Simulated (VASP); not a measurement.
# Al3Cu (Pm-3m) in VASP: notebook

The runs below take Al3Cu through single point, with PBEsol.

Everything below comes from runs of VASP 6.6.1. Logs are shortened: lines on timing, memory, paths and dates and some standing lists are left out, and cuts for length are marked.

## (1) The cell of the first run

Symmetry: Pm-3m, No. 221, cubic system. Conventional cell: a = 3.993 Å, b = 3.993 Å, c = 3.993 Å, α = 90.00°, β = 90.00°, γ = 90.00°. Al (site symmetry 4/mmm) has 8 Al at 2.82 Å and 4 Cu at 2.82 Å within 3.7 Å. Within 3.7 Å of Cu (site symmetry m-3m) lie 12 Al at 2.82 Å.

## (2) Single point, PBEsol

Input file INCAR:

```
  ALGO = Normal
  EDIFF = 1E-7
  ENCUT = 520
  GGA = PS
  ISIF = 2
  ISMEAR = 1
  LASPH = T
  LCHARG = T
  LELF = T
  LREAL = F
  LVHAR = T
  LWAVE = F
  NBANDS = 18
  NELM = 60
  PREC = Accurate
  SIGMA = 0.1
```

Input file KPOINTS:

```
k-points
0
Gamma
  6 6 6
```

Input file POSCAR:

```
Al3Cu
1.0
    3.9927089489      0.0000000000      0.0000000000
    0.0000000000      3.9927089489      0.0000000000
    0.0000000000      0.0000000000      3.9927089489
Al Cu
3 1
Direct
    0.0000000000      0.5000000000      0.5000000000
    0.5000000000      0.0000000000      0.5000000000
    0.5000000000      0.5000000000      0.0000000000
    0.0000000000      0.0000000000      0.0000000000
```

Potentials or basis: VASP PAW PBE potentials, release 64 (Al, Cu).

Launch:

```console
cat potpaw_PBE.64/Al/POTCAR potpaw_PBE.64/Cu/POTCAR > POTCAR
mpirun -np 1 vasp_std > vasp.out
```

OUTCAR:

```text
EDIFF = 1E-7
   ENCUT = 520
   GGA = PS
   ISIF = 2
   ISMEAR = 1
   LASPH = T
   LREAL = F
   NELM = 60
   PREC = Accurate

 ion  position               nearest neighbor table
   1  0.000  0.500  0.500-   2 2.82   3 2.82   4 2.82   3 2.82   4 2.82   2 2.82   4 2.82   4 2.82
                             2 2.82   3 2.82   3 2.82   2 2.82
   2  0.500  0.000  0.500-   1 2.82   3 2.82   4 2.82   3 2.82   4 2.82   1 2.82   3 2.82   3 2.82
                             1 2.82   4 2.82   4 2.82   1 2.82
   3  0.500  0.500  0.000-   1 2.82   2 2.82   4 2.82   1 2.82   2 2.82   2 2.82   4 2.82   2 2.82
                             1 2.82   4 2.82   1 2.82   4 2.82
   4  0.000  0.000  0.000-   1 2.82   2 2.82   3 2.82   1 2.82   2 2.82   1 2.82   3 2.82   1 2.82
                             2 2.82   3 2.82   2 2.82   3 2.82

  LATTYP: Found a simple cubic cell.
 ALAT       =     3.9927089489

  Lattice vectors:

 A1 = (   3.9927089489,   0.0000000000,   0.0000000000)
 A2 = (   0.0000000000,   3.9927089489,   0.0000000000)
 A3 = (   0.0000000000,   0.0000000000,   3.9927089489)

Analysis of symmetry for initial positions (statically):
=====================================================================
 Subroutine PRICEL returns:
 Original cell was already a primitive cell.

 Routine SETGRP: Setting up the symmetry group for a
 simple cubic supercell.

 Subroutine GETGRP returns: Found 48 space group operations
 (whereof 48 operations were pure point group operations)
 out of a pool of 48 trial point group operations.

The static configuration has the point symmetry O_h .

Analysis of symmetry for dynamics (positions and initial velocities):
=====================================================================
 Subroutine PRICEL returns:
 Original cell was already a primitive cell.

 Routine SETGRP: Setting up the symmetry group for a
 simple cubic supercell.

 Subroutine GETGRP returns: Found 48 space group operations
 (whereof 48 operations were pure point group operations)
 out of a pool of 48 trial point group operations.

The dynamic configuration has the point symmetry O_h .

 Subroutine INISYM returns: Found 48 space group operations
 (whereof 48 operations are pure point group operations),
 and found     1 'primitive' translations

----------------------------------------------------------------------------------------

                                     Primitive cell

  volume of cell :      63.6507

  direct lattice vectors                    reciprocal lattice vectors
     3.992708949  0.000000000  0.000000000     0.250456523  0.000000000  0.000000000
     0.000000000  3.992708949  0.000000000     0.000000000  0.250456523  0.000000000
     0.000000000  0.000000000  3.992708949     0.000000000  0.000000000  0.250456523

  length of vectors
     3.992708949  3.992708949  3.992708949     0.250456523  0.250456523  0.250456523

  position of ions in fractional coordinates (direct lattice)
     0.000000000  0.500000000  0.500000000
     0.500000000  0.000000000  0.500000000
     0.500000000  0.500000000  0.000000000
     0.000000000  0.000000000  0.000000000

  ion indices of the primitive-cell ions
   primitive index   ion index
                 1           1
                 2           2
                 3           3
                 4           4

----------------------------------------------------------------------------------------

 KPOINTS: k-points

Automatic generation of k-mesh.
 Grid dimensions read from file:
 generate k-points for:    6    6    6

 Generating k-lattice:

  Cartesian coordinates                     Fractional coordinates (reciprocal lattice)
     0.041742754  0.000000000  0.000000000     0.166666667  0.000000000  0.000000000
     0.000000000  0.041742754  0.000000000     0.000000000  0.166666667  0.000000000
     0.000000000  0.000000000  0.041742754     0.000000000  0.000000000  0.166666667

  Length of vectors
     0.041742754  0.041742754  0.041742754

  Shift w.r.t. Gamma in fractional coordinates (k-lattice)
     0.000000000  0.000000000  0.000000000

 Subroutine IBZKPT returns following result:
 ===========================================

 Found     20 irreducible k-points:

 Following reciprocal coordinates:
            Coordinates               Weight
  0.000000  0.000000  0.000000      1.000000
  0.166667  0.000000  0.000000      6.000000
  0.333333  0.000000  0.000000      6.000000
  0.500000  0.000000  0.000000      3.000000
  0.166667  0.166667  0.000000     12.000000
  0.333333  0.166667  0.000000     24.000000
[... 12 lines left out ...]
  0.500000  0.500000  0.333333      6.000000
  0.500000  0.500000  0.500000      1.000000
   k-points           NKPTS =     20   k-points in BZ     NKDIM =     20   number of bands    NBANDS=     18
   number of dos      NEDOS =    301   number of ions     NIONS =      4
   total plane-waves  NPLWV =  27000
   dimension x,y,z NGX =    30 NGY =   30 NGZ =   30
   dimension x,y,z NGXF=    60 NGYF=   60 NGZF=   60
   ions per type =               3   1
   NGX,Y,Z   is equivalent  to a cutoff of  12.49, 12.49, 12.49 a.u.
   NGXF,Y,Z  is equivalent  to a cutoff of  24.98, 24.98, 24.98 a.u.
 SYSTEM =  unknown system
   PREC   = accura    normal or accurate (medium, high low for compatibility)
   ISTART =      0    job   : 0-new  1-cont  2-samecut
   ICHARG =      2    charge: 1-file 2-atom 10-const
   ISPIN  =      1    spin polarized calculation?
   LNONCOLLINEAR =      F non collinear calculations
   LSORBIT =      F    spin-orbit coupling
   LASPH  =      T    aspherical Exc in radial PAW
   ENCUT  =  520.0 eV  38.22 Ry    6.18 a.u.   7.42  7.42  7.42*2*pi/ulx,y,z
   NELM   =     60;   NELMIN=  2; NELMDL= -5     # of ELM steps
   EDIFF  = 0.1E-06   stopping-criterion for ELM
   LREAL  =      F    real-space projection
   EDIFFG = 0.1E-05   stopping-criterion for IOM
   NSW    =      0    number of steps for IOM
   IBRION =     -1    ionic relax: 0-MD 1-quasi-New 2-CG
   NFREE  =      0    steps in history (QN), initial steepest desc. (CG)
   ISIF   =      2    stress and relaxation
   ISYM   =      2    0-nonsym 1-usesym 2-fastsym
   POTIM  = 0.5000    time-step for ionic-motion
   TEBEG  =    0.0;   TEEND  =   0.0 temperature during run
   PSTRESS=    0.0 pullay stress
   NELECT =      20.0000    total number of electrons
   NUPDOWN=      -1.0000    fix difference up-down
   EMIN   =  10.00;   EMAX   =-10.00  energy-range for DOS
   EFERMI =   0.00;   METHOD = LEGACY
   ISMEAR =     1;   SIGMA  =   0.10  broadening in eV -4-tet -1-fermi 0-gaus
   EFERMI_NEDOS =   21; number of points for ismear=-14 and -15
   IALGO  =     38    algorithm
   IMIX   =      4    mixing-type and parameters
     AMIX     =   0.40;   BMIX     =  1.00
     AMIX_MAG =   1.60;   BMIX_MAG =  1.00
  volume/ion in A,a.u.               =      15.91       107.38
  Fermi-wavevector in a.u.,A,eV,Ry     =   1.112971  2.103210 16.853597  1.238704
  Thomas-Fermi vector in A             =   2.249551
   LORBIT       =      0    0 simple, 1 ext, 2 COOP (PROOUT), +10 PAW based schemes
   GGA     = PS    functional components
   LHFCALC =     F    Hartree Fock is set to
   AEXX    =    0.0000 exact exchange contribution
   IVDW    =     0    specifies the selected vdW correction
   LEPSILON=     F    determine dielectric tensor
   LRPA    =     F    only Hartree local field effects (RPA)
 non-spin polarized calculation
 Methfessel and Paxton  Order N= 1 SIGMA  =   0.10
  energy-cutoff  :      520.00
  volume of cell :       63.65
 maximum number of plane-waves:      1743
 NGX is ok and might be reduce to    30
   NGX = 15   NGY = 15   NGZ = 15

 number of electron      20.0000026 magnetization

 Free energy of the ion-electron system (eV)
  ---------------------------------------------------
  ext. energy  EPLUGINS =         0.00000000
  ---------------------------------------------------
  free energy    TOTEN  =       -16.57656670 eV

  energy without entropy =      -16.57403642  energy(sigma->0) =      -16.57572328

 E-fermi :   7.6404     XC(G=0): -10.6194

 val. band max:        7.6215613696   @ k =   0.3333   0.1667   0.0000
 cond. band min:       7.8366396017   @ k =   0.3333   0.1667   0.1667
 fundamental gap:      0.2150782321
 Fermi energy:         7.6404289074

 k-point     1 :       0.0000    0.0000    0.0000
  band No.  band energies     occupation
      1      -3.1546      2.00000
      2       3.5430      2.00000
      3       3.5430      2.00000
      4       4.2204      2.00000
      5       4.2204      2.00000
      6       4.2204      2.00000
[... 10 lines left out ...]
     17      14.4611      0.00000
     18      14.4611      0.00000

 k-point     2 :       0.1667    0.0000    0.0000
  band No.  band energies     occupation
      1      -2.8965      2.00000
      2       2.8170      2.00000
      3       3.6006      2.00000
      4       4.0880      2.00000
      5       4.0880      2.00000
      6       4.2277      2.00000
[... 10 lines left out ...]
     17      14.4468      0.00000
     18      14.4472      0.00000

 k-point     3 :       0.3333    0.0000    0.0000
  band No.  band energies     occupation
      1      -2.1318      2.00000
      2       0.9050      2.00000
      3       3.7190      2.00000
      4       3.9169      2.00000
      5       3.9169      2.00000
      6       4.2422      2.00000
[... 10 lines left out ...]
     17      15.0385      0.00000
     18      15.1969      0.00000

 k-point     4 :       0.5000    0.0000    0.0000
  band No.  band energies     occupation
      1      -1.0982      2.00000
      2      -0.5768      2.00000
      3       3.7798      2.00000
      4       3.8530      2.00000
      5       3.8530      2.00000
      6       4.2496      2.00000
[... 291 lines left out ...]
      4       3.5426      2.00000
      5       3.7201      2.00000
      6       3.7615      2.00000
[... 10 lines left out ...]
     17      17.2751      0.00000
     18      17.7171      0.00000

 k-point    19 :       0.5000    0.5000    0.3333
  band No.  band energies     occupation
      1       1.5894      2.00000
      2       2.1242      2.00000
      3       2.1242      2.00000
      4       3.0015      2.00000
      5       3.9280      2.00000
      6       3.9280      2.00000
[... 10 lines left out ...]
     17      18.3191      0.00000
     18      19.0945      0.00000

 k-point    20 :       0.5000    0.5000    0.5000
  band No.  band energies     occupation
      1       2.5075      2.00000
      2       2.5075      2.00000
      3       2.5075      2.00000
      4       2.8864      2.00000
      5       3.8492      2.00000
      6       3.8492      2.00000
[... 10 lines left out ...]
     17      19.4543      0.00000
     18      19.4652      0.00000

------------------------ aborting loop because EDIFF is reached ----------------------------------------

  FORCE on cell =-STRESS in cart. coord.  units (eV):
  Direction    XX          YY          ZZ          XY          YZ          ZX
  --------------------------------------------------------------------------------------
  -------------------------------------------------------------------------------------
  Total       -2.5980961     -2.5980961     -2.5980961      0.0000000      0.0000000     -0.0000000
  in kB      -65.3977529    -65.3977529    -65.3977529      0.0000000      0.0000000     -0.0000000
  external PRESSURE =     -65.3977529 kB  Pullay stress =       0.0000000 kB

 VOLUME and BASIS-vectors are now :
 -----------------------------------------------------------------------------
  energy-cutoff  :      520.00
  volume of cell :       63.65
      direct lattice vectors                 reciprocal lattice vectors
     3.992708949  0.000000000  0.000000000     0.250456523  0.000000000  0.000000000
     0.000000000  3.992708949  0.000000000     0.000000000  0.250456523  0.000000000
     0.000000000  0.000000000  3.992708949     0.000000000  0.000000000  0.250456523

 POSITION                                       TOTAL-FORCE (eV/Angst)
 -----------------------------------------------------------------------------------
      0.00000      1.99635      1.99635         0.000000      0.000000      0.000000
      1.99635      0.00000      1.99635         0.000000      0.000000      0.000000
      1.99635      1.99635      0.00000         0.000000      0.000000      0.000000
      0.00000      0.00000      0.00000         0.000000      0.000000      0.000000
 -----------------------------------------------------------------------------------
    total drift:                                0.000000     -0.000000      0.000000

  FREE ENERGIE OF THE ION-ELECTRON SYSTEM (eV)
  ---------------------------------------------------
  free  energy   TOTEN  =       -16.5765667037 eV

  energy  without entropy=      -16.5740364237  energy(sigma->0) =      -16.57572328
```

Wall time 31 s (1 thread of Intel Xeon Platinum 8375C at 2.90GHz (Ice Lake), shared host); peak memory 0.17 GiB.

Results:

* Free energy: -16.5766 eV
* Pressure: -6.5 GPa
* Band gap on the k mesh: zero (band 10 reaches 9.84 eV, above the bottom of band 11 at 5.68 eV)

Caveat: the PAW data sets were made with another functional, which shifts forces and pressure a little.

## (3) Single point, PBEsol

This run uses another cell than the first one, of 16.32 Å³/atom, 1.025 times its volume.

Input file INCAR:

```
  ALGO = Normal
  EDIFF = 1E-6
  ENCUT = 520
  GGA = PS
  ISIF = 2
  ISMEAR = 1
  LASPH = T
  LCHARG = F
  LREAL = F
  LWAVE = F
  NBANDS = 18
  NELM = 60
  PREC = Accurate
  SIGMA = 0.1
```

KPOINTS is that of step 2.

Input file POSCAR:

```
Al3Cu
1.0
    4.0261222927      0.0000000000      0.0000000000
    0.0000000000      4.0261222927      0.0000000000
    0.0000000000      0.0000000000      4.0261222927
Al Cu
3 1
Direct
    0.0000000000      0.5000000000      0.5000000000
    0.5000000000      0.0000000000      0.5000000000
    0.5000000000      0.5000000000      0.0000000000
    0.0000000000      0.0000000000      0.0000000000
```

Potentials or basis: VASP PAW PBE potentials, release 64 (Al, Cu).

Launch:

```console
cat potpaw_PBE.64/Al/POTCAR potpaw_PBE.64/Cu/POTCAR > POTCAR
mpirun -np 1 vasp_std > vasp.out
```

It took 28 s on 1 thread of Intel Xeon Platinum 8375C at 2.90GHz (Ice Lake), shared host; peak memory 0.17 GiB.

It converged, with:

* Free energy: -16.5023 eV
* Pressure: -8.4 GPa
* Band gap on the k mesh: zero (band 10 reaches 9.58 eV, above the bottom of band 11 at 5.43 eV)

Levels at points of the mesh, in eV from the Fermi level:
```
           k point  band 6  band 7  band 8  band 9  band 10  band 11  band 12  band 13  band 14  band 15
(0.00, 0.00, 0.00)   -3.35   -2.28   -2.28   -2.28    -0.50     0.17     0.17     5.90     5.90     5.90
(0.50, 0.00, 0.00)   -3.32   -3.18    0.23    0.23     0.28     0.28     0.82     1.31     2.17     2.71
(0.50, 0.50, 0.00)   -3.56   -3.18   -3.11   -2.89     1.27     2.72     2.72     3.26     3.38     3.41
(0.50, 0.50, 0.50)   -3.71   -3.71   -3.17   -3.17    -2.32    -1.97    -1.97    -1.97    11.46    11.46
```

Caveat: the PAW data sets were made with another functional, which shifts forces and pressure a little.
